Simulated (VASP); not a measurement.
# Ba3Si2Ge2 (P1) in VASP: single point with r2SCAN

Aim: the single point of Ba3Si2Ge2 with r2SCAN.

Program: VASP 6.6.1. These are calculated values, not measurements. Logs are shortened: lines on timing, memory, paths and dates and some standing lists are left out, and cuts for length are marked.

## 1. The cell of the first run

The typed cell holds 7 atoms: a = 5.139 Å, b = 4.326 Å, c = 10.867 Å, α = 76.32°, β = 104.73°, γ = 93.71°.

## 2. Single point, r2SCAN

Input file POSCAR:

```
Ba3Si2Ge2
1.0
   -0.1678946600     -0.0125436300      5.1360622000
    4.3238931700      0.0512142500     -0.1389154700
    2.3650968100     10.2671492300     -2.6616450800
Ba Si Ge
3 2 2
Direct
    0.9811530000      0.4434900000      0.0127710000
    0.2170290000      0.8286110000      0.3898450000
    0.7871410000      0.1430220000      0.6705340000
    0.3616260000      0.6005440000      0.7563170000
    0.6982610000      0.3402340000      0.2786130000
    0.4809320000      0.9760720000      0.9056370000
    0.5649770000      0.8901200000      0.1137230000
```

Input file INCAR.step1:

```
PREC = Accurate
ENCUT = 520
ISMEAR = -5
SIGMA = 0.019
LREAL = False
LASPH = True
NELM = 100
NBANDS = 42
GGA = PE
ALGO = Normal
EDIFF = 1E-4
LWAVE = True
LCHARG = False
```

Input file INCAR.step2:

```
PREC = Accurate
ENCUT = 520
EDIFF = 1E-7
ISMEAR = -1
SIGMA = 0.019
LREAL = False
LASPH = True
NELM = 100
ALGO = Normal
ISIF = 2
LWAVE = False
LCHARG = False
METAGGA = R2SCAN
LMIXTAU = True
LORBIT = 11
NBANDS = 42
ISTART = 1
```

Input file KPOINTS:

```
Automatic mesh
0
Gamma
  4 4 2
  0.5 0.5 0
```

Potentials or basis: VASP PAW PBE potentials, release 64 (Ba_sv, Si, Ge_d).

On the command line:

```bash
> cat potpaw_PBE.64/Ba_sv/POTCAR potpaw_PBE.64/Si/POTCAR potpaw_PBE.64/Ge_d/POTCAR > POTCAR
> cp INCAR.step1 INCAR
> mpirun -np 1 vasp_std > vasp.out
> cp INCAR.step2 INCAR
> mpirun -np 1 vasp_std > vasp.out
```

OUTCAR:

```text
PREC = Accurate
   ENCUT = 520
   EDIFF = 1E-7
   ISMEAR = -1
   LREAL = False
   LASPH = True
   NELM = 100
   ISIF = 2
   METAGGA = R2SCAN
   LORBIT = 11
   ISTART = 1

 ion  position               nearest neighbor table
   1  0.981  0.443  0.013-   7 3.29   6 3.31   6 3.35   5 3.48   7 3.50   7 3.54   6 3.57   4 3.64
                             4 3.71   7 3.74   3 4.09   3 4.14   2 4.25   2 4.63
   2  0.217  0.829  0.390-   5 3.37   5 3.45   5 3.47   4 3.76   7 3.82   5 3.93   3 4.08   1 4.25
                             3 4.36   3 4.61   1 4.63   3 4.67
   3  0.787  0.143  0.671-   4 3.24   6 3.25   4 3.47   4 3.50   4 3.68   6 3.82   2 4.08   1 4.09
                             1 4.14   2 4.36   2 4.61   2 4.67
   4  0.362  0.601  0.756-   6 2.50   6 2.82   3 3.24   3 3.47   3 3.50   1 3.64   3 3.68   1 3.71
                             2 3.76
   5  0.698  0.340  0.279-   7 2.63   7 2.89   2 3.37   2 3.45   2 3.47   1 3.48   2 3.93
   6  0.481  0.976  0.906-   7 2.14   4 2.50   4 2.82   3 3.25   1 3.31   1 3.35   1 3.57   3 3.82

   7  0.565  0.890  0.114-   6 2.14   5 2.63   5 2.89   1 3.29   1 3.50   1 3.54   1 3.74   2 3.82

  LATTYP: Found a triclinic cell.
 ALAT       =    16.4687879794
 B/A-ratio  =     0.3120339498
 C/A-ratio  =     1.2430778656
 COS(alpha) =     0.0051799260
 COS(beta)  =     0.6224862202
 COS(gamma) =     0.7747963246

  Lattice vectors:

 A1 = (   1.6230070400, -10.2410222400,  12.7948540100)
 A2 = (  -0.1678946600,  -0.0125436300,   5.1360622000)
 A3 = (  -0.2384057900, -20.4705405800,   0.0483124900)

Analysis of symmetry for initial positions (statically):
=====================================================================
 Subroutine PRICEL returns:
 Original cell was already a primitive cell.

 Routine SETGRP: Setting up the symmetry group for a
 triclinic supercell.

 Subroutine GETGRP returns: Found  1 space group operations
 (whereof  1 operations were pure point group operations)
 out of a pool of  2 trial point group operations.

The static configuration has the point symmetry C_1 .

Analysis of symmetry for dynamics (positions and initial velocities):
=====================================================================
 Subroutine PRICEL returns:
 Original cell was already a primitive cell.

 Routine SETGRP: Setting up the symmetry group for a
 triclinic supercell.

 Subroutine GETGRP returns: Found  1 space group operations
 (whereof  1 operations were pure point group operations)
 out of a pool of  2 trial point group operations.

The dynamic configuration has the point symmetry C_1 .

 Subroutine INISYM returns: Found  1 space group operations
 (whereof  1 operations are pure point group operations),
 and found     1 'primitive' translations

----------------------------------------------------------------------------------------

                                     Primitive cell

  volume of cell :     227.0317

  direct lattice vectors                    reciprocal lattice vectors
    -0.167894660 -0.012543630  5.136062200     0.005681813  0.049244754  0.195007696
     4.323893170  0.051214250 -0.138915470     0.232123219 -0.051536451  0.007462097
     2.365096810 10.267149230 -2.661645080    -0.001150928  0.097715255  0.000201024

  length of vectors
     5.138820962  4.326427227 10.867032289     0.201209667  0.237892575  0.097722240

  position of ions in fractional coordinates (direct lattice)
     0.981153000  0.443490000  0.012771000
     0.217029000  0.828611000  0.389845000
     0.787141000  0.143022000  0.670534000
     0.361626000  0.600544000  0.756317000
     0.698261000  0.340234000  0.278613000
     0.480932000  0.976072000  0.905637000
     0.564977000  0.890120000  0.113723000

  ion indices of the primitive-cell ions
   primitive index   ion index
                 1           1
                 2           2
                 3           3
                 4           4
                 5           5
                 6           6
                 7           7

----------------------------------------------------------------------------------------

 KPOINTS: Automatic mesh

Automatic generation of k-mesh.
 Grid dimensions read from file:
 generate k-points for:    4    4    2

 Generating k-lattice:

  Cartesian coordinates                     Fractional coordinates (reciprocal lattice)
     0.001420453  0.012311188  0.048751924     0.250000000  0.000000000  0.000000000
     0.058030805 -0.012884113  0.001865524     0.000000000  0.250000000  0.000000000
    -0.000575464  0.048857628  0.000100512     0.000000000 -0.000000000  0.500000000

  Length of vectors
     0.050302417  0.059473144  0.048861120

  Shift w.r.t. Gamma in fractional coordinates (k-lattice)
     0.500000000  0.500000000  0.000000000

 Subroutine IBZKPT returns following result:
 ===========================================

 Found     16 irreducible k-points:

 Following reciprocal coordinates:
            Coordinates               Weight
  0.125000  0.125000  0.000000      2.000000
  0.375000  0.125000 -0.000000      2.000000
 -0.375000  0.125000  0.000000      2.000000
 -0.125000  0.125000  0.000000      2.000000
  0.125000  0.375000  0.000000      2.000000
  0.375000  0.375000 -0.000000      2.000000
[... 8 lines left out ...]
 -0.375000  0.375000  0.500000      2.000000
 -0.125000  0.375000  0.500000      2.000000
   k-points           NKPTS =     16   k-points in BZ     NKDIM =     16   number of bands    NBANDS=     42
   number of dos      NEDOS =    301   number of ions     NIONS =      7
   total plane-waves  NPLWV = 107520
   dimension x,y,z NGX =    40 NGY =   32 NGZ =   84
   dimension x,y,z NGXF=    80 NGYF=   64 NGZF=  168
   ions per type =               3   2   2
   NGX,Y,Z   is equivalent  to a cutoff of  12.94, 12.30, 12.85 a.u.
   NGXF,Y,Z  is equivalent  to a cutoff of  25.88, 24.59, 25.70 a.u.
 SYSTEM =  unknown system
   PREC   = accura    normal or accurate (medium, high low for compatibility)
   ISTART =      1    job   : 0-new  1-cont  2-samecut
   ICHARG =      0    charge: 1-file 2-atom 10-const
   ISPIN  =      1    spin polarized calculation?
   LNONCOLLINEAR =      F non collinear calculations
   LSORBIT =      F    spin-orbit coupling
   LASPH  =      T    aspherical Exc in radial PAW
   ENCUT  =  520.0 eV  38.22 Ry    6.18 a.u.   9.55  8.04 20.21*2*pi/ulx,y,z
   NELM   =    100;   NELMIN=  2; NELMDL=  0     # of ELM steps
   EDIFF  = 0.1E-06   stopping-criterion for ELM
   LREAL  =      F    real-space projection
   EDIFFG = 0.1E-05   stopping-criterion for IOM
   NSW    =      0    number of steps for IOM
   IBRION =     -1    ionic relax: 0-MD 1-quasi-New 2-CG
   NFREE  =      0    steps in history (QN), initial steepest desc. (CG)
   ISIF   =      2    stress and relaxation
   ISYM   =      2    0-nonsym 1-usesym 2-fastsym
   POTIM  = 0.5000    time-step for ionic-motion
   TEBEG  =    0.0;   TEEND  =   0.0 temperature during run
   PSTRESS=    0.0 pullay stress
   NELECT =      66.0000    total number of electrons
   NUPDOWN=      -1.0000    fix difference up-down
   EMIN   =  10.00;   EMAX   =-10.00  energy-range for DOS
   EFERMI =   0.00;   METHOD = LEGACY
   ISMEAR =    -1;   SIGMA  =   0.02  broadening in eV -4-tet -1-fermi 0-gaus
   EFERMI_NEDOS =   21; number of points for ismear=-14 and -15
   IALGO  =     38    algorithm
   IMIX   =      4    mixing-type and parameters
     AMIX     =   0.40;   BMIX     =  1.00
     AMIX_MAG =   1.60;   BMIX_MAG =  1.00
  volume/ion in A,a.u.               =      32.43       218.87
  Fermi-wavevector in a.u.,A,eV,Ry     =   1.084494  2.049397 16.002194  1.176128
  Thomas-Fermi vector in A             =   2.220586
   LORBIT       =     11    0 simple, 1 ext, 2 COOP (PROOUT), +10 PAW based schemes
   METAGGA = R2SCAN    functional components
   LHFCALC =     F    Hartree Fock is set to
   AEXX    =    0.0000 exact exchange contribution
   IVDW    =     0    specifies the selected vdW correction
   LEPSILON=     F    determine dielectric tensor
   LRPA    =     F    only Hartree local field effects (RPA)
 non-spin polarized calculation
  energy-cutoff  :      520.00
  volume of cell :      227.03
 maximum number of plane-waves:      6144
 NGX is ok and might be reduce to    40

 number of electron      66.0000009 magnetization

 Free energy of the ion-electron system (eV)
  ---------------------------------------------------
  ext. energy  EPLUGINS =         0.00000000
  ---------------------------------------------------
  free energy    TOTEN  =      -126.41402859 eV

  energy without entropy =     -126.40702375  energy(sigma->0) =     -126.41052617

 E-fermi :   3.9428     XC(G=0):  -9.3802

 val. band max:        3.9406283317   @ k =  -0.1250   0.1250   0.0000
 cond. band min:       3.9432406719   @ k =   0.1250   0.1250   0.5000
 fundamental gap:      0.0026123402
 Fermi energy:         3.9428389044

 k-point     1 :       0.1250    0.1250    0.0000
  band No.  band energies     occupation
      1     -25.7955      2.00000
      2     -25.5870      2.00000
      3     -25.1725      2.00000
      4     -21.9701      2.00000
      5     -21.7357      2.00000
      6     -21.6934      2.00000
[... 34 lines left out ...]
     41       6.3633      0.00000
     42       6.5432      0.00000
[... 634 lines left out ...]
      2     -25.5713      2.00000
      3     -25.1561      2.00000
      4     -21.9699      2.00000
      5     -21.7364      2.00000
      6     -21.6935      2.00000
[... 34 lines left out ...]
     41       6.7573      0.00000
     42       7.1386      0.00000

------------------------ aborting loop because EDIFF is reached ----------------------------------------

  FORCE on cell =-STRESS in cart. coord.  units (eV):
  Direction    XX          YY          ZZ          XY          YZ          ZX
  --------------------------------------------------------------------------------------
  -------------------------------------------------------------------------------------
  Total       -2.7352810      4.3879302     -1.2833133     -0.2494308     -1.2957652      2.8827282
  in kB      -19.3030535     30.9659053     -9.0564244     -1.7602489     -9.1442984     20.3435979
  external PRESSURE =       0.8688091 kB  Pullay stress =       0.0000000 kB

 VOLUME and BASIS-vectors are now :
 -----------------------------------------------------------------------------
  energy-cutoff  :      520.00
  volume of cell :      227.03
      direct lattice vectors                 reciprocal lattice vectors
    -0.167894660 -0.012543630  5.136062200     0.005681813  0.049244754  0.195007696
     4.323893170  0.051214250 -0.138915470     0.232123219 -0.051536451  0.007462097
     2.365096810 10.267149230 -2.661645080    -0.001150928  0.097715255  0.000201024

 POSITION                                       TOTAL-FORCE (eV/Angst)
 -----------------------------------------------------------------------------------
      1.78308      0.14153      4.94366         0.314915      0.109922      0.818520
      4.46841      4.04231     -0.03806        -0.312441     -0.439462     -0.108362
      2.07213      6.88192      2.23821         0.169077     -0.352964      0.774319
      4.32474      7.79144     -0.23914        -0.487058      0.243281     -0.336818
      2.01285      2.86923      2.79748         0.057637     -0.564100     -0.369698
      6.28160      9.34227     -0.07598         0.254377     -4.434121     -0.155204
      4.02289      1.20611      2.47542         0.003492      5.437445     -0.622757
 -----------------------------------------------------------------------------------
    total drift:                                0.002697      0.006119     -0.000112

  FREE ENERGIE OF THE ION-ELECTRON SYSTEM (eV)
  ---------------------------------------------------
  free  energy   TOTEN  =      -126.4140285919 eV

  energy  without entropy=     -126.4070237519  energy(sigma->0) =     -126.41052617

 total charge

# of ion       s       p       d       tot
------------------------------------------
    1        2.018   5.602   0.369   7.989
    2        2.031   5.585   0.312   7.928
    3        2.028   5.586   0.366   7.981
    4        0.795   0.807   0.000   1.602
    5        0.806   0.770   0.000   1.576
    6        1.125   1.339  10.028  12.493
    7        1.125   1.289  10.018  12.433
--------------------------------------------------
tot          9.929  20.979  21.094  52.002
```

Run time: 13 min. Hardware: 1 thread of AMD EPYC 7R43 (Zen 3), shared host; peak memory 0.39 GiB.

What came out:

| Quantity | Value |
| --- | --- |
| Free energy | -126.4140 eV |
| Pressure | 0.1 GPa |
| Largest force | 5.473 eV/Å |
| Band gap on the k mesh | zero (bands 33 and 34 overlap by 0.42 eV) |
| Valence electrons inside the program's atomic spheres | Ba 7.99, 7.93, 7.98; Si 1.60, 1.58; Ge 12.49, 12.43 |

Forces on the atoms (eV/Å):
```
Ba   0.315  0.110  0.819
Ba  -0.312 -0.439 -0.108
Ba   0.169 -0.353  0.774
Si  -0.487  0.243 -0.337
Si   0.058 -0.564 -0.370
Ge   0.254 -4.434 -0.155
Ge   0.003  5.437 -0.623
```

Levels at points of the mesh, in eV from the Fermi level:
| k point | band 31 | band 32 | band 33 | band 34 | band 35 | band 36 |
| --- | --- | --- | --- | --- | --- | --- |
| (0.12, 0.12, 0.00) | -1.76 | -0.60 | -0.09 | 0.27 | 0.48 | 0.80 |

Caveat: the k points lie up to 0.37 Å⁻¹ apart; the PAW data sets were made with another functional, which shifts forces and pressure a little; spin-orbit coupling is left out, which moves the levels of the heavy elements.
